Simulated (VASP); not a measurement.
# H9C3Cl in VASP: a series of runs

Runs on H9C3Cl. Level: PBEsol. Tasks: single point.

Everything below comes from runs of VASP 6.6.1. Logs are shortened: lines on timing, memory, paths and dates and some standing lists are left out, and cuts for length are marked.

**1. The cell of the first run**

The cell holds a disordered packing, 39 atoms: a = 7.615 Å, b = 7.615 Å, c = 7.615 Å, α = 90.00°, β = 90.00°, γ = 90.00°.

**2. Single point, PBEsol**

INCAR

```
SYSTEM = H9C3Cl
PREC = Accurate
ENCUT = 520
EDIFF = 1E-6
ISMEAR = -1
SIGMA = 0.002
LREAL = Auto
LASPH = .TRUE.
NELM = 120
ALGO = Normal
ISIF = 2
LWAVE = .FALSE.
LCHARG = .FALSE.
GGA = PS
NBANDS = 67
GGA_COMPAT = .FALSE.
```

KPOINTS

```
Automatic mesh
0
G
  1 1 1
  0 0 0
```

POSCAR

```
H9C3Cl
1.0
    7.6151130000      0.0000000000      0.0000000000
    0.0000000000      7.6151130000      0.0000000000
    0.0000000000      0.0000000000      7.6151130000
C Cl H
9 3 27
Direct
    0.1829651116      1.0674693862      0.7737770930
    0.2215856810      0.2686893812      0.3100019658
    0.7135153477      0.5862815168      0.7643484739
    0.6308770467      0.0998409347      0.4738865989
    0.7465943053      0.2503836778      0.4484240746
    0.9358495402      0.7641777607      0.3547813407
    0.8013800977      0.7114405262      0.2175673559
    0.2949792078      0.6090651577      0.6087762585
    0.3957262354      0.6697077246      0.4529808028
    0.2148753407      0.9253703786      0.9601695996
    0.1783164610      0.4243666509      0.1512255957
    0.5983364922      0.4265596584      0.9013129549
    0.0850939441      0.9952183244      0.6952753032
    0.1500306036      1.2077036808      0.7932515250
    0.3122343687      1.0652107198      0.7015128994
    0.2380266714      0.1469052396      0.2379216172
    0.3242236852      0.3138364460      0.4010183434
    0.0999722525      0.2614800332      0.3900007787
    0.7166144481      0.7038109612      0.8450826665
    0.8509657046      0.5552511171      0.7416961508
    0.6367732166      0.6179553737      0.6487625331
    0.7069231934     -0.0221795790      0.4442481681
    0.5774044325      0.1075098951      0.6022366313
    0.5165386252      0.1117514605      0.3769609197
    0.6854133353      0.3827914307      0.4673601035
    0.8344853189      0.2381711210      0.5606351475
    0.8267769631      0.2782755817      0.3302511729
    0.8749180741      0.7603564123      0.4848122411
    1.0506607059      0.6748685148      0.3420172491
    0.9825855506      0.8920550490      0.3198639337
    0.8574265411      0.6592022994      0.0860788277
    0.7263844936      0.5872138733      0.2389590279
    0.7037846976      0.8126340345      0.1861561345
    0.1773972363      0.6860699244      0.6529778350
    0.2343366408      0.4811484741      0.5724931462
    0.3781165165      0.6111793745      0.7250975790
    0.4917720853      0.5694334411      0.3891340811
    0.3172638410      0.6925701562      0.3396403967
    0.4802949083      0.7888129828      0.4664540106
```

Potentials or basis: VASP PAW PBE potentials, release 64 (C, Cl, H).

The run is started by

```
$ cat potpaw_PBE.64/C/POTCAR potpaw_PBE.64/Cl/POTCAR potpaw_PBE.64/H/POTCAR > POTCAR
$ mpirun -np 1 vasp_gam > vasp.out
```

OUTCAR:

```text
SYSTEM = H9C3Cl
   PREC = Accurate
   ENCUT = 520
   EDIFF = 1E-6
   ISMEAR = -1
   LREAL = Auto
   LASPH = .TRUE.
   NELM = 120
   ISIF = 2
   GGA = PS

 ion  position               nearest neighbor table
   1  0.183  0.067  0.774-  13 1.10  14 1.11  15 1.13  10 1.80
   2  0.222  0.269  0.310-  16 1.08  17 1.10  18 1.11  11 1.73
   3  0.714  0.586  0.764-  21 1.08  19 1.09  20 1.09  12 1.83
   4  0.631  0.100  0.474-  23 1.06  22 1.12  24 1.15   5 1.46
   5  0.747  0.250  0.448-  26 1.09  27 1.11  25 1.12   4 1.46
   6  0.936  0.764  0.355-  30 1.07  28 1.09  29 1.11   7 1.52
   7  0.801  0.711  0.218-  33 1.10  32 1.12  31 1.16   6 1.52
   8  0.295  0.609  0.609-  36 1.09  35 1.11  34 1.12   9 1.49
   9  0.396  0.670  0.453-  38 1.06  39 1.12  37 1.16   8 1.49
  10  0.215  0.925  0.960-   1 1.80
  11  0.178  0.424  0.151-   2 1.73
  12  0.598  0.427  0.901-   3 1.83
  13  0.085  0.995  0.695-   1 1.10
  14  0.150  0.208  0.793-   1 1.11
  15  0.312  0.065  0.702-   1 1.13
[... 22 lines left out ...]
  38  0.317  0.693  0.340-   9 1.06
  39  0.480  0.789  0.466-   9 1.12

  LATTYP: Found a simple cubic cell.
 ALAT       =     7.6151130000

  Lattice vectors:

 A1 = (   7.6151130000,   0.0000000000,   0.0000000000)
 A2 = (   0.0000000000,   7.6151130000,   0.0000000000)
 A3 = (   0.0000000000,   0.0000000000,   7.6151130000)

Analysis of symmetry for initial positions (statically):
=====================================================================
 Subroutine PRICEL returns:
 Original cell was already a primitive cell.

 Routine SETGRP: Setting up the symmetry group for a
 simple cubic supercell.

 Subroutine GETGRP returns: Found  1 space group operations
 (whereof  1 operations were pure point group operations)
 out of a pool of 48 trial point group operations.

The static configuration has the point symmetry C_1 .

Analysis of symmetry for dynamics (positions and initial velocities):
=====================================================================
 Subroutine PRICEL returns:
 Original cell was already a primitive cell.

 Routine SETGRP: Setting up the symmetry group for a
 simple cubic supercell.

 Subroutine GETGRP returns: Found  1 space group operations
 (whereof  1 operations were pure point group operations)
 out of a pool of 48 trial point group operations.

The dynamic configuration has the point symmetry C_1 .

 Subroutine INISYM returns: Found  1 space group operations
 (whereof  1 operations are pure point group operations),
 and found     1 'primitive' translations

----------------------------------------------------------------------------------------

                                     Primitive cell

  volume of cell :     441.6000

  direct lattice vectors                    reciprocal lattice vectors
     7.615113000  0.000000000  0.000000000     0.131317815  0.000000000  0.000000000
     0.000000000  7.615113000  0.000000000     0.000000000  0.131317815  0.000000000
     0.000000000  0.000000000  7.615113000     0.000000000  0.000000000  0.131317815

  length of vectors
     7.615113000  7.615113000  7.615113000     0.131317815  0.131317815  0.131317815

  position of ions in fractional coordinates (direct lattice)
     0.182965112  0.067469386  0.773777093
     0.221585681  0.268689381  0.310001966
     0.713515348  0.586281517  0.764348474
     0.630877047  0.099840935  0.473886599
     0.746594305  0.250383678  0.448424075
     0.935849540  0.764177761  0.354781341
[... 31 lines left out ...]
     0.317263841  0.692570156  0.339640397
     0.480294908  0.788812983  0.466454011

  ion indices of the primitive-cell ions
   primitive index   ion index
                 1           1
                 2           2
                 3           3
                 4           4
                 5           5
                 6           6
[... 31 lines left out ...]
                38          38
                39          39

----------------------------------------------------------------------------------------

 KPOINTS: Automatic mesh

Automatic generation of k-mesh.
 Grid dimensions read from file:
 generate k-points for:    1    1    1

 Generating k-lattice:

  Cartesian coordinates                     Fractional coordinates (reciprocal lattice)
     0.131317815  0.000000000  0.000000000     1.000000000  0.000000000  0.000000000
     0.000000000  0.131317815  0.000000000     0.000000000  1.000000000  0.000000000
     0.000000000  0.000000000  0.131317815     0.000000000  0.000000000  1.000000000

  Length of vectors
     0.131317815  0.131317815  0.131317815

  Shift w.r.t. Gamma in fractional coordinates (k-lattice)
     0.000000000  0.000000000  0.000000000

 Subroutine IBZKPT returns following result:
 ===========================================

 Found      1 irreducible k-points:

 Following reciprocal coordinates:
            Coordinates               Weight
  0.000000  0.000000  0.000000      1.000000
   k-points           NKPTS =      1   k-points in BZ     NKDIM =      1   number of bands    NBANDS=     67
   number of dos      NEDOS =    301   number of ions     NIONS =     39
   total plane-waves  NPLWV = 216000
   dimension x,y,z NGX =    60 NGY =   60 NGZ =   60
   dimension x,y,z NGXF=   120 NGYF=  120 NGZF=  120
   ions per type =               9   3  27
   NGX,Y,Z   is equivalent  to a cutoff of  13.10, 13.10, 13.10 a.u.
   NGXF,Y,Z  is equivalent  to a cutoff of  26.20, 26.20, 26.20 a.u.
 SYSTEM =  H9C3Cl
   PREC   = accura    normal or accurate (medium, high low for compatibility)
   ISTART =      0    job   : 0-new  1-cont  2-samecut
   ICHARG =      2    charge: 1-file 2-atom 10-const
   ISPIN  =      1    spin polarized calculation?
   LNONCOLLINEAR =      F non collinear calculations
   LSORBIT =      F    spin-orbit coupling
   LASPH  =      T    aspherical Exc in radial PAW
   ENCUT  =  520.0 eV  38.22 Ry    6.18 a.u.  14.16 14.16 14.16*2*pi/ulx,y,z
   NELM   =    120;   NELMIN=  2; NELMDL= -5     # of ELM steps
   EDIFF  = 0.1E-05   stopping-criterion for ELM
   LREAL  =      T    real-space projection
   EDIFFG = 0.1E-04   stopping-criterion for IOM
   NSW    =      0    number of steps for IOM
   IBRION =     -1    ionic relax: 0-MD 1-quasi-New 2-CG
   NFREE  =      0    steps in history (QN), initial steepest desc. (CG)
   ISIF   =      2    stress and relaxation
   ISYM   =      2    0-nonsym 1-usesym 2-fastsym
   POTIM  = 0.5000    time-step for ionic-motion
   TEBEG  =    0.0;   TEEND  =   0.0 temperature during run
   PSTRESS=    0.0 pullay stress
   NELECT =      84.0000    total number of electrons
   NUPDOWN=      -1.0000    fix difference up-down
   EMIN   =  10.00;   EMAX   =-10.00  energy-range for DOS
   EFERMI =   0.00;   METHOD = LEGACY
   ISMEAR =    -1;   SIGMA  =   0.00  broadening in eV -4-tet -1-fermi 0-gaus
   EFERMI_NEDOS =   21; number of points for ismear=-14 and -15
   IALGO  =     38    algorithm
   IMIX   =      4    mixing-type and parameters
     AMIX     =   0.40;   BMIX     =  1.00
     AMIX_MAG =   1.60;   BMIX_MAG =  1.00
  volume/ion in A,a.u.               =      11.32        76.41
  Fermi-wavevector in a.u.,A,eV,Ry     =   0.941510  1.779196 12.060761  0.886441
  Thomas-Fermi vector in A             =   2.069028
   LORBIT       =      0    0 simple, 1 ext, 2 COOP (PROOUT), +10 PAW based schemes
   GGA     = PS    functional components
   LHFCALC =     F    Hartree Fock is set to
   AEXX    =    0.0000 exact exchange contribution
   IVDW    =     0    specifies the selected vdW correction
   LEPSILON=     F    determine dielectric tensor
   LRPA    =     F    only Hartree local field effects (RPA)
 non-spin polarized calculation
  energy-cutoff  :      520.00
  volume of cell :      441.60
 maximum number of plane-waves:      5919
 NGX is ok and might be reduce to    60
   NGX = 29   NGY = 29   NGZ = 29

 number of electron      84.0000004 magnetization

 Free energy of the ion-electron system (eV)
  ---------------------------------------------------
  ext. energy  EPLUGINS =         0.00000000
  ---------------------------------------------------
  free energy    TOTEN  =      -188.13326140 eV

  energy without entropy =     -188.13326140  energy(sigma->0) =     -188.13326140

 E-fermi :  -3.0444     XC(G=0):  -6.7885

 val. band max:       -3.1030263215   @ k =   0.0000   0.0000   0.0000
 cond. band min:       2.5355242642   @ k =   0.0000   0.0000   0.0000
 fundamental gap:      5.6385505856
 Fermi energy:        -3.0444008994

 k-point     1 :       0.0000    0.0000    0.0000
  band No.  band energies     occupation
      1     -18.0602      2.00000
      2     -17.6703      2.00000
      3     -17.4391      2.00000
      4     -15.4472      2.00000
      5     -15.1001      2.00000
      6     -14.8252      2.00000
[... 46 lines left out ...]
     53       5.1985      0.00000
     54       5.2951      0.00000
 [bands above 54 left out]

------------------------ aborting loop because EDIFF is reached ----------------------------------------

  FORCE on cell =-STRESS in cart. coord.  units (eV):
  Direction    XX          YY          ZZ          XY          YZ          ZX
  --------------------------------------------------------------------------------------
  -------------------------------------------------------------------------------------
  Total        2.0703932      2.5447504      2.9158885      0.6707653     -1.4226594      3.0482507
  in kB        7.5116329      9.2326573     10.5791904      2.4336165     -5.1615777     11.0594164
  external PRESSURE =       9.1078269 kB  Pullay stress =       0.0000000 kB

 VOLUME and BASIS-vectors are now :
 -----------------------------------------------------------------------------
  energy-cutoff  :      520.00
  volume of cell :      441.60
      direct lattice vectors                 reciprocal lattice vectors
     7.615113000  0.000000000  0.000000000     0.131317815  0.000000000  0.000000000
     0.000000000  7.615113000  0.000000000     0.000000000  0.131317815  0.000000000
     0.000000000  0.000000000  7.615113000     0.000000000  0.000000000  0.131317815

 POSITION                                       TOTAL-FORCE (eV/Angst)
 -----------------------------------------------------------------------------------
      1.39330      0.51379      5.89240         1.038962     -0.718049     -0.844184
      1.68740      2.04610      2.36070        -1.054454     -0.013434      0.995714
      5.43350      4.46460      5.82060        -0.410723      0.099695      1.331386
      4.80420      0.76030      3.60870        -1.241147     -0.778298     -3.234732
      5.68540      1.90670      3.41480         1.291164      2.546473      0.583149
      7.12660      5.81930      2.70170        -0.283305     -1.381908     -1.016188
[... 31 lines left out ...]
      2.41600      5.27400      2.58640        -1.006575      0.466250     -0.891228
      3.65750      6.00690      3.55210        -0.400722     -0.239830      0.324778
 -----------------------------------------------------------------------------------
    total drift:                                0.030627      0.002833     -0.001376

  FREE ENERGIE OF THE ION-ELECTRON SYSTEM (eV)
  ---------------------------------------------------
  free  energy   TOTEN  =      -188.1332613959 eV

  energy  without entropy=     -188.1332613959  energy(sigma->0) =     -188.13326140
```

It took 72 s on 1 thread of Intel Xeon Platinum 8259CL at 2.50GHz (Skylake/Cascade Lake), shared host; peak memory 0.45 GiB.

Results:

```yaml
Free_energy: -188.1333 eV
Pressure: 0.9 GPa
Largest_force: 3.551 eV/Å
Band_gap_on_the_k_mesh: 5.64 eV
```

Forces in eV/Å, atoms in the order of the input:
```
C    1.039 -0.718 -0.844
C   -1.054 -0.013  0.996
C   -0.411  0.100  1.331
C   -1.241 -0.778 -3.235
C    1.291  2.546  0.583
C   -0.283 -1.382 -1.016
C   -0.081 -1.669 -1.850
C   -1.042 -0.073  0.208
C    2.061 -0.023 -1.131
Cl  -0.138  0.816 -0.023
Cl  -0.085  0.915 -1.017
Cl   0.728  0.367 -0.807
H   -0.007  0.432 -0.103
H   -0.178 -0.471  0.731
H   -0.750 -0.021  0.300
H    0.509 -0.541  0.241
H    0.348 -0.315 -0.434
H    0.188 -0.305 -0.067
H   -0.096  0.459  0.301
H    0.130 -0.683 -0.241
H   -0.092 -0.337 -0.468
H   -0.657  0.224  0.400
H   -0.443 -0.367  1.351
H    0.748 -0.593  0.718
H   -0.249 -0.559  0.132
H    0.919  0.460  0.238
H   -0.275 -0.933 -0.193
H    0.264  0.098  0.329
H   -0.374  0.147  0.476
H    0.383  1.109  0.136
H    0.111  1.203  1.114
H    0.039  0.441  0.832
H   -0.050  0.166 -0.004
H    0.520  0.258 -0.670
H    0.424  0.012  0.732
H    0.016 -0.755  0.348
H   -0.802  0.557  1.170
H   -1.007  0.466 -0.891
H   -0.401 -0.240  0.325
```

Stress tensor (GPa, compression positive):
```
 0.75  0.24  1.11
 0.24  0.92 -0.52
 1.11 -0.52  1.06
```

Caveat: the k points lie up to 0.83 Å⁻¹ apart; the atoms stand as in a frame of molecular dynamics; the PAW data sets were made with another functional, which shifts forces and pressure a little.

(Part 1 of 2 ends here.)
